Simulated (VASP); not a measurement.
# Au (Cmcm) in VASP: relaxation of cell and atoms with PBEsol

Aim: the relaxation of cell and atoms of Au with PBEsol.

Program: VASP 6.6.1. These are calculated values, not measurements. Logs are shortened: lines on timing, memory, paths and dates and some standing lists are left out, and cuts for length are marked.

### Step 1. The cell of the first run

Symmetry: Cmcm, No. 63, orthorhombic system. Conventional cell: a = 2.847 Å, b = 5.082 Å, c = 4.846 Å, α = 90.00°, β = 90.00°, γ = 90.00°. Within 3.8 Å of Au (site symmetry m2m) lie 12 Au at 2.85 to 2.94 Å.

### Step 2. Relaxation of cell and atoms, PBEsol, target pressure -3 GPa, at which the enthalpy is minimised

File INCAR:

```
SYSTEM = Au
ALGO = Fast
EDIFF = 1E-6
EDIFFG = -0.008
ENCUT = 600
GGA = PS
IBRION = 2
ISIF = 3
ISMEAR = 0
LASPH = .TRUE.
LCHARG = .FALSE.
LREAL = .FALSE.
LWAVE = .FALSE.
NELM = 100
NSW = 70
PREC = Accurate
PSTRESS = -30.0
SIGMA = 0.1
```

File KPOINTS:

```
k-points
0
G
  16 16 10
  0 0 0
```

File POSCAR:

```
Au
1.0
    1.4234568121     -2.5409978818      0.0000000000
    1.4234568121      2.5409978818      0.0000000000
    0.0000000000      0.0000000000      4.8464427923
Au
2
Direct
    0.6638639510      0.3361360490      0.2500000000
    0.3361360490      0.6638639510      0.7500000000
```

Potentials or basis: VASP PAW PBE potentials, release 64 (Au).

On the command line:

```sh
$ cat potpaw_PBE.64/Au/POTCAR > POTCAR
$ mpirun -np 1 vasp_std > vasp.out
```

OUTCAR:

```text
SYSTEM = Au
   EDIFF = 1E-6
   EDIFFG = -0.008
   ENCUT = 600
   GGA = PS
   IBRION = 2
   ISIF = 3
   ISMEAR = 0
   LASPH = .TRUE.
   LREAL = .FALSE.
   NELM = 100
   NSW = 70
   PREC = Accurate
   PSTRESS = -30.0

 ion  position               nearest neighbor table
   1  0.664  0.336  0.250-   2 2.94   2 2.94   2 2.94   2 2.94   2 2.94   2 2.94
   2  0.336  0.664  0.750-   1 2.94   1 2.94   1 2.94   1 2.94   1 2.94   1 2.94

  LATTYP: Found a base centered orthorhombic cell.
 ALAT       =     2.8469136242
 B/A-ratio  =     1.7850895512
 C/A-ratio  =     1.7023497837

  Lattice vectors:

 A1 = (   1.4234568121,  -2.5409978818,   0.0000000000)
 A2 = (   1.4234568121,   2.5409978818,   0.0000000000)
 A3 = (   0.0000000000,   0.0000000000,   4.8464427923)

Analysis of symmetry for initial positions (statically):
=====================================================================
 Subroutine PRICEL returns:
 Original cell was already a primitive cell.

 Routine SETGRP: Setting up the symmetry group for a
 base centered orthorhombic supercell.

 Subroutine GETGRP returns: Found  8 space group operations
 (whereof  4 operations were pure point group operations)
 out of a pool of  8 trial point group operations.

The static configuration has the point symmetry C_2h.
 The point group associated with its full space group is D_2h.

Analysis of symmetry for dynamics (positions and initial velocities):
=====================================================================
 Subroutine PRICEL returns:
 Original cell was already a primitive cell.

 Routine SETGRP: Setting up the symmetry group for a
 base centered orthorhombic supercell.

 Subroutine GETGRP returns: Found  8 space group operations
 (whereof  4 operations were pure point group operations)
 out of a pool of  8 trial point group operations.

The dynamic configuration has the point symmetry C_2h.
 The point group associated with its full space group is D_2h.

 Subroutine INISYM returns: Found  8 space group operations
 (whereof  4 operations are pure point group operations),
 and found     1 'primitive' translations

----------------------------------------------------------------------------------------

                                     Primitive cell

  volume of cell :      35.0592

  direct lattice vectors                    reciprocal lattice vectors
     1.423456812 -2.540997882  0.000000000     0.351257583 -0.196773088  0.000000000
     1.423456812  2.540997882  0.000000000     0.351257583  0.196773088  0.000000000
     0.000000000  0.000000000  4.846442792     0.000000000  0.000000000  0.206336904

  length of vectors
     2.912541765  2.912541765  4.846442792     0.402618353  0.402618353  0.206336904

  position of ions in fractional coordinates (direct lattice)
     0.663863951  0.336136049  0.250000000
     0.336136049  0.663863951  0.750000000

  ion indices of the primitive-cell ions
   primitive index   ion index
                 1           1
                 2           2

----------------------------------------------------------------------------------------

 KPOINTS: k-points

Automatic generation of k-mesh.
 Grid dimensions read from file:
 generate k-points for:   16   16   10

 Generating k-lattice:

  Cartesian coordinates                     Fractional coordinates (reciprocal lattice)
     0.021953599 -0.012298318  0.000000000     0.062500000 -0.000000000  0.000000000
     0.021953599  0.012298318  0.000000000    -0.000000000  0.062500000  0.000000000
     0.000000000  0.000000000  0.020633690     0.000000000  0.000000000  0.100000000

  Length of vectors
     0.025163647  0.025163647  0.020633690

  Shift w.r.t. Gamma in fractional coordinates (k-lattice)
     0.000000000  0.000000000  0.000000000

 Subroutine IBZKPT returns following result:
 ===========================================

 Found    438 irreducible k-points:

 Following reciprocal coordinates:
            Coordinates               Weight
  0.000000  0.000000  0.000000      1.000000
  0.062500  0.000000  0.000000      4.000000
  0.125000  0.000000  0.000000      4.000000
  0.187500  0.000000  0.000000      4.000000
  0.250000  0.000000  0.000000      4.000000
  0.312500 -0.000000  0.000000      4.000000
[... 16 lines left out ...]
 -0.125000  0.062500  0.000000      4.000000
 -0.062500  0.062500  0.000000      2.000000
 [... further k-points ...]
   k-points           NKPTS =    438   k-points in BZ     NKDIM =    438   number of bands    NBANDS=     15
   number of dos      NEDOS =    301   number of ions     NIONS =      2
   total plane-waves  NPLWV =  23040
   dimension x,y,z NGX =    24 NGY =   24 NGZ =   40
   dimension x,y,z NGXF=    48 NGYF=   48 NGZF=   80
   ions per type =               2
   NGX,Y,Z   is equivalent  to a cutoff of  13.70, 13.70, 13.72 a.u.
   NGXF,Y,Z  is equivalent  to a cutoff of  27.40, 27.40, 27.44 a.u.
 SYSTEM =  Au
   PREC   = accura    normal or accurate (medium, high low for compatibility)
   ISTART =      0    job   : 0-new  1-cont  2-samecut
   ICHARG =      2    charge: 1-file 2-atom 10-const
   ISPIN  =      1    spin polarized calculation?
   LNONCOLLINEAR =      F non collinear calculations
   LSORBIT =      F    spin-orbit coupling
   LASPH  =      T    aspherical Exc in radial PAW
   ENCUT  =  600.0 eV  44.10 Ry    6.64 a.u.   5.82  5.82  9.68*2*pi/ulx,y,z
   NELM   =    100;   NELMIN=  2; NELMDL= -5     # of ELM steps
   EDIFF  = 0.1E-05   stopping-criterion for ELM
   LREAL  =      F    real-space projection
   EDIFFG = -.8E-02   stopping-criterion for IOM
   NSW    =     70    number of steps for IOM
   IBRION =      2    ionic relax: 0-MD 1-quasi-New 2-CG
   NFREE  =      1    steps in history (QN), initial steepest desc. (CG)
   ISIF   =      3    stress and relaxation
   ISYM   =      2    0-nonsym 1-usesym 2-fastsym
   POTIM  = 0.5000    time-step for ionic-motion
   TEBEG  =    0.0;   TEEND  =   0.0 temperature during run
   PSTRESS=  -30.0 pullay stress
   NELECT =      22.0000    total number of electrons
   NUPDOWN=      -1.0000    fix difference up-down
   EMIN   =  10.00;   EMAX   =-10.00  energy-range for DOS
   EFERMI =   0.00;   METHOD = LEGACY
   ISMEAR =     0;   SIGMA  =   0.10  broadening in eV -4-tet -1-fermi 0-gaus
   EFERMI_NEDOS =   21; number of points for ismear=-14 and -15
   IALGO  =     68    algorithm
   IMIX   =      4    mixing-type and parameters
     AMIX     =   0.40;   BMIX     =  1.00
     AMIX_MAG =   1.60;   BMIX_MAG =  1.00
  volume/ion in A,a.u.               =      17.53       118.30
  Fermi-wavevector in a.u.,A,eV,Ry     =   1.401571  2.648586 26.727309  1.964402
  Thomas-Fermi vector in A             =   2.524419
   LORBIT       =      0    0 simple, 1 ext, 2 COOP (PROOUT), +10 PAW based schemes
   GGA     = PS    functional components
   LHFCALC =     F    Hartree Fock is set to
   AEXX    =    0.0000 exact exchange contribution
   IVDW    =     0    specifies the selected vdW correction
   LEPSILON=     F    determine dielectric tensor
   LRPA    =     F    only Hartree local field effects (RPA)
 conjugate gradient relaxation of ions
 non-spin polarized calculation
 RMM-DIIS sequential band-by-band and
 Gauss-broadening in eV      SIGMA  =   0.10
  energy-cutoff  :      600.00
  volume of cell :       35.06
 maximum number of plane-waves:      1188
   NGX = 11   NGY = 11   NGZ = 19

--------------------------------------- Ionic step        1  -------------------------------------------

 number of electron      22.0000001 magnetization

 Free energy of the ion-electron system (eV)
  ---------------------------------------------------
  ext. energy  EPLUGINS =         0.00000000
  ---------------------------------------------------
  free energy    TOTEN  =        -7.81467762 eV

  energy without entropy =       -7.81154424  energy(sigma->0) =       -7.81311093

------------------------ aborting loop because EDIFF is reached ----------------------------------------

  FORCE on cell =-STRESS in cart. coord.  units (eV):
  Direction    XX          YY          ZZ          XY          YZ          ZX
  --------------------------------------------------------------------------------------
  -------------------------------------------------------------------------------------
  Total       -1.0742297     -1.0109647     -0.9928334      0.0000000      0.0000000      0.0000000
  in kB      -49.0914715    -46.2003100    -45.3717221      0.0000000      0.0000000      0.0000000
  external PRESSURE =     -16.8878345 kB  Pullay stress =     -30.0000000 kB
[... 213 lines left out ...]
  enthalpy is  TOTEN    =        -8.4731904588 eV   P V=       -0.6494627883

--------------------------------------- Ionic step        7  -------------------------------------------

 number of electron      22.0000000 magnetization

 Free energy of the ion-electron system (eV)
  ---------------------------------------------------
  ext. energy  EPLUGINS =         0.00000000
  ---------------------------------------------------
  free energy    TOTEN  =        -7.82375114 eV

  energy without entropy =       -7.82086534  energy(sigma->0) =       -7.82230824

 E-fermi :   8.9482     XC(G=0): -12.7805

 val. band max:        8.9383742436   @ k =   0.5000   0.4375   0.4000
 cond. band min:       8.9561217749   @ k =  -0.1250   0.1250   0.1000
 fundamental gap:      0.0177475313
 Fermi energy:         8.9482180466

 k-point     1 :       0.0000    0.0000    0.0000
  band No.  band energies     occupation
      1      -0.7493      2.00000
      2       1.7192      2.00000
      3       4.2040      2.00000
      4       4.2786      2.00000
      5       4.6409      2.00000
      6       4.7240      2.00000
      7       4.9918      2.00000
      8       5.4068      2.00000
      9       5.5817      2.00000
     10       6.8247      2.00000
     11       6.8361      2.00000
     12       7.8536      2.00000
     13      11.5608      0.00000
     14      23.4732      0.00000
     15      24.6544      0.00000
[... 397 lines left out ...]
 k-point    24 :      -0.0625    0.0625    0.0000
  band No.  band energies     occupation
      1      -0.6317      2.00000
      2       1.8149      2.00000
      3       4.0915      2.00000
      4       4.3672      2.00000
      5       4.6306      2.00000
      6       4.7989      2.00000
      7       5.0618      2.00000
      8       5.3248      2.00000
      9       5.5346      2.00000
     10       6.3124      2.00000
     11       6.8470      2.00000
     12       8.5162      2.00000
     13      11.5577      0.00000
     14      23.3911      0.00000
     15      24.8189      0.00000

 [... further k-points ...]

------------------------ aborting loop because EDIFF is reached ----------------------------------------

  FORCE on cell =-STRESS in cart. coord.  units (eV):
  Direction    XX          YY          ZZ          XY          YZ          ZX
  --------------------------------------------------------------------------------------
  -------------------------------------------------------------------------------------
  Total       -0.6516778     -0.6519291     -0.6597758      0.0000000     -0.0000000      0.0000000
  in kB      -30.1031948    -30.1148014    -30.4772684      0.0000000     -0.0000000      0.0000000
  external PRESSURE =      -0.2317549 kB  Pullay stress =     -30.0000000 kB
[... 17 lines left out ...]
  FREE ENERGIE OF THE ION-ELECTRON SYSTEM (eV)
  ---------------------------------------------------
  free  energy   TOTEN  =        -7.8237511365 eV

  energy  without entropy=       -7.8208653352  energy(sigma->0) =       -7.82230824

  enthalpy is  TOTEN    =        -8.4731949685 eV   P V=       -0.6494438320

 reached required accuracy - stopping structural energy minimisation
```

Wall time 11 min (1 thread of Oxide Virtual Turin-like, shared host); peak memory 0.34 GiB.

What came out:

| Property | Result |
| --- | --- |
| Free energy | -7.8238 eV |
| Relaxed volume | 17.34 Å³/atom |
| Relaxed cell | a = 2.902 Å, b = 2.902 Å, c = 4.834 Å, α = 90.00°, β = 90.00°, γ = 121.60° |
| Space group after relaxing (to 0.1 Å) | Cmcm (No. 63) |
| Energy change on relaxing (the run minimises the enthalpy) | -4.5 meV/atom |
| Ionic steps | 7 |
| Pressure after relaxing | -3.0 GPa |
| Band gap on the k mesh | zero (bands 11 and 12 overlap by 6.49 eV) |

Step by step:
```
step  energy change (eV)  largest force (eV/Å)  pressure (GPa)  volume (Å³)
   1              0.0000                0.0009           -4.69        35.06
   2             -0.0151                0.0018           -0.36        34.13
   3             -0.0093                0.0001           -2.86        34.67
   4             -0.0088                0.0001           -3.13        34.70
   5             -0.0090                0.0000           -3.08        34.69
   6             -0.0091                0.0003           -3.04        34.69
   7             -0.0091                0.0009           -3.02        34.68
```

Final structure:
```
CELL_PARAMETERS angstrom
1.41594 -2.53358 0.00000
1.41594 2.53358 0.00000
0.00000 0.00000 4.83415
ATOMIC_POSITIONS crystal
Au 0.66387 0.33613 0.25000
Au 0.33613 0.66387 0.75000
```

Caveat: the cell is relaxed towards a set pressure, so the run minimises the enthalpy, not the energy; the PAW data sets were made with another functional, which shifts forces and pressure a little; spin-orbit coupling is left out, which moves the levels of the heavy elements.
